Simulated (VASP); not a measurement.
# C in VASP: notebook, part 2 of 2

VASP 6.6.1. Earlier steps stand in the parts before.

## (3) Single point, PBEsol

This run uses another cell than the first one: it holds 12 atoms, not 16.

File INCAR:

```
SYSTEM = C
PREC = Accurate
ENCUT = 520
EDIFF = 1E-7
ISMEAR = 0
SIGMA = 0.05
LREAL = .False.
LASPH = .True.
NELM = 60
ALGO = Normal
ISIF = 2
LWAVE = .False.
LCHARG = .False.
LDIPOL = .True.
IDIPOL = 3
DIPOL = 0.5 0.5 0.500
GGA = PS
NBANDS = 36
ISYM = 0
```

File KPOINTS:

```
Automatic mesh
0
Gamma
  15 10 1
  0 0 0
```

File POSCAR:

```
C
1.0
    2.4589102515      0.0000000000      0.0000000000
   -1.2294551258      3.6674497179      0.0000000000
    0.0000000000      0.0000000000     26.1423518143
C
12
Direct
    0.7889400236      0.5778786673      0.2889655350
    0.3073237139      0.6146466182      0.3122209319
    0.3488184995      0.6976362754      0.3671153883
    0.8684423095      0.7368839196      0.3932481832
    0.9078700523      0.8157394573      0.4468182760
    0.4272483073      0.8544962725      0.4732711858
    0.4661284995      0.9322572015      0.5267264768
    0.9855011607      0.9710028626      0.5531796645
    0.0249084154      0.0498175359      0.6067510377
    0.5445186305      0.0890380245      0.6328846214
    0.5859795629      0.1719600497      0.6877811324
    0.1043442959      0.2086900577      0.7110375672
```

Potentials or basis: VASP PAW PBE potentials, release 64 (C).

Started as:

```console
cat potpaw_PBE.64/C/POTCAR > POTCAR
mpirun -np 1 vasp_std > vasp.out
```

OUTCAR:

```text
SYSTEM = C
   PREC = Accurate
   ENCUT = 520
   EDIFF = 1E-7
   ISMEAR = 0
   LREAL = .False.
   LASPH = .True.
   NELM = 60
   ISIF = 2
   GGA = PS
   ISYM = 0

 ion  position               nearest neighbor table
   1  0.789  0.578  0.289-   2 1.38   2 1.38
   2  0.307  0.615  0.312-   1 1.38   1 1.38   3 1.47
   3  0.349  0.698  0.367-   4 1.41   4 1.41   2 1.47
   4  0.868  0.737  0.393-   3 1.41   3 1.41   5 1.43
   5  0.908  0.816  0.447-   6 1.42   6 1.42   4 1.43
   6  0.427  0.854  0.473-   5 1.42   5 1.42   7 1.43
   7  0.466  0.932  0.527-   8 1.42   8 1.42   6 1.43
   8  0.986  0.971  0.553-   7 1.42   7 1.42   9 1.43
   9  0.025  0.050  0.607-  10 1.41  10 1.41   8 1.43
  10  0.545  0.089  0.633-   9 1.41   9 1.41  11 1.47
  11  0.586  0.172  0.688-  12 1.38  12 1.38  10 1.47
  12  0.104  0.209  0.711-  11 1.38  11 1.38

IMPORTANT INFORMATION: All symmetrisations will be switched off!
NOSYMM: (Re-)initialisation of all symmetry stuff for point group C_1.

----------------------------------------------------------------------------------------

                                     Primitive cell

  volume of cell :     235.7499

  direct lattice vectors                    reciprocal lattice vectors
     2.458910251  0.000000000  0.000000000     0.406684221  0.136334521  0.000000000
    -1.229455126  3.667449718  0.000000000     0.000000000  0.272669042  0.000000000
     0.000000000  0.000000000 26.142351814     0.000000000  0.000000000  0.038252106

  length of vectors
     2.458910251  3.868041797 26.142351814     0.428927916  0.272669042  0.038252106

  position of ions in fractional coordinates (direct lattice)
     0.788940024  0.577878667  0.288965535
     0.307323714  0.614646618  0.312220932
     0.348818499  0.697636275  0.367115388
     0.868442309  0.736883920  0.393248183
     0.907870052  0.815739457  0.446818276
     0.427248307  0.854496273  0.473271186
     0.466128500  0.932257202  0.526726477
[... 153 lines left out ...]

 number of electron      48.0000001 magnetization

 dipolmoment           0.000000      0.000000      0.000002 electrons x Angstroem

 Free energy of the ion-electron system (eV)
  ---------------------------------------------------
  ext. energy  EPLUGINS =         0.00000000
  ---------------------------------------------------
  free energy    TOTEN  =      -108.93557468 eV

  energy without entropy =     -108.92778748  energy(sigma->0) =     -108.93168108

 E-fermi :  -1.2802     XC(G=0):  -5.4003

 val. band max:       -1.2826988894   @ k =  -0.1333   0.1000   0.0000
 cond. band min:      -1.2799217926   @ k =   0.2000   0.1000   0.0000
 fundamental gap:      0.0027770968
 Fermi energy:        -1.2801507929

 k-point     1 :       0.0000    0.0000    0.0000
  band No.  band energies     occupation
      1     -20.9028      2.00000
      2     -20.4304      2.00000
      3     -19.6497      2.00000
      4     -18.6202      2.00000
      5     -17.3586      2.00000
      6     -16.0445      2.00000
[... 925 lines left out ...]
     35       6.0904      0.00000
     36       6.2415      0.00000

 [... further k-points ...]

------------------------ aborting loop because EDIFF is reached ----------------------------------------

 vacuum level on the upper side and lower side of the slab       (xc-potential included)        -0.075        -0.076

  FORCE on cell =-STRESS in cart. coord.  units (eV):
  Direction    XX          YY          ZZ          XY          YZ          ZX
  --------------------------------------------------------------------------------------
  -------------------------------------------------------------------------------------
  Total        4.3986232     -0.1617376      0.5380017      0.0000810      0.1402211      0.0001210
  in kB       29.8934365     -1.0991833      3.6563077      0.0005508      0.9529554      0.0008225
  external PRESSURE =      10.8168536 kB  Pullay stress =       0.0000000 kB

 VOLUME and BASIS-vectors are now :
 -----------------------------------------------------------------------------
  energy-cutoff  :      520.00
  volume of cell :      235.75
      direct lattice vectors                 reciprocal lattice vectors
     2.458910251  0.000000000  0.000000000     0.406684221  0.136334521  0.000000000
    -1.229455126  3.667449718  0.000000000     0.000000000  0.272669042  0.000000000
     0.000000000  0.000000000 26.142351814     0.000000000  0.000000000  0.038252106

 POSITION                                       TOTAL-FORCE (eV/Angst)
 -----------------------------------------------------------------------------------
      1.22946      2.11934      7.55424         0.000058     -0.010252     -0.049233
      0.00000      2.25419      8.16219         0.000138     -0.002560     -0.006410
      0.00000      2.55855      9.59726        -0.000089     -0.001106     -0.002690
      1.22946      2.70248     10.28043         0.000184      0.000770      0.002852
      1.22946      2.99168     11.68088        -0.000177     -0.000399     -0.002085
      0.00000      3.13382     12.37242         0.000143      0.000591      0.001348
     -0.00000      3.41901     13.76987        -0.000174     -0.000621     -0.001384
      1.22945      3.56110     14.46142         0.000080      0.000357      0.002193
     -0.00000      0.18270     15.86190        -0.000109     -0.000738     -0.002922
      1.22945      0.32654     16.54509        -0.000040      0.001071      0.002687
      1.22945      0.63065     17.98022         0.000113      0.002544      0.006424
     -0.00000      0.76536     18.58819        -0.000128      0.010343      0.049220
 -----------------------------------------------------------------------------------
    total drift:                               -0.000110     -0.000136     -0.000002

  FREE ENERGIE OF THE ION-ELECTRON SYSTEM (eV)
  ---------------------------------------------------
  free  energy   TOTEN  =      -108.9355746797 eV

  energy  without entropy=     -108.9277874800  energy(sigma->0) =     -108.93168108

 vacuum level on the upper side and lower side of the slab         4.862         4.861
```

OSZICAR:

```text
N       E                     dE             d eps       ncg     rms          rms(c)
DAV:   1     0.313176817389E+03    0.31318E+03   -0.21042E+04  5480   0.112E+03
DAV:   2    -0.785545677156E+02   -0.39173E+03   -0.37318E+03  7604   0.265E+02
DAV:   3    -0.114938690240E+03   -0.36384E+02   -0.35644E+02  6688   0.833E+01
[... 18 lines left out ...]
DAV:  22    -0.108935566820E+03   -0.12153E-04   -0.41771E-07  5236   0.114E-03    0.878E-04
DAV:  23    -0.108935572678E+03   -0.58577E-05   -0.21911E-07  5396   0.935E-04    0.198E-04
DAV:  24    -0.108935574463E+03   -0.17847E-05   -0.56844E-08  5144   0.451E-04    0.178E-04
DAV:  25    -0.108935574601E+03   -0.13808E-06   -0.29088E-09  4692   0.185E-04    0.136E-04
DAV:  26    -0.108935574680E+03   -0.78805E-07   -0.22019E-09  4236   0.156E-04
   1 F= -.10893557E+03 E0= -.10893168E+03  d E =-.778720E-02
```

Run time: 30 min. Hardware: 1 thread of Intel Xeon 8259CL, shared host; peak memory 0.59 GiB.

Results:

```yaml
Free_energy: -108.9356 eV
Largest_force: 0.050 eV/Å
Band_gap_on_the_k_mesh: zero (bands 24 and 25 overlap by 0.59 eV)
```

Forces on the atoms (eV/Å):
```
C    0.000 -0.010 -0.049
C    0.000 -0.003 -0.006
C    0.000 -0.001 -0.003
C    0.000  0.001  0.003
C    0.000  0.000 -0.002
C    0.000  0.001  0.001
C    0.000 -0.001 -0.001
C    0.000  0.000  0.002
C    0.000 -0.001 -0.003
C    0.000  0.001  0.003
C    0.000  0.003  0.006
C    0.000  0.010  0.049
```

Caveat: the PAW data sets were made with another functional, which shifts forces and pressure a little.
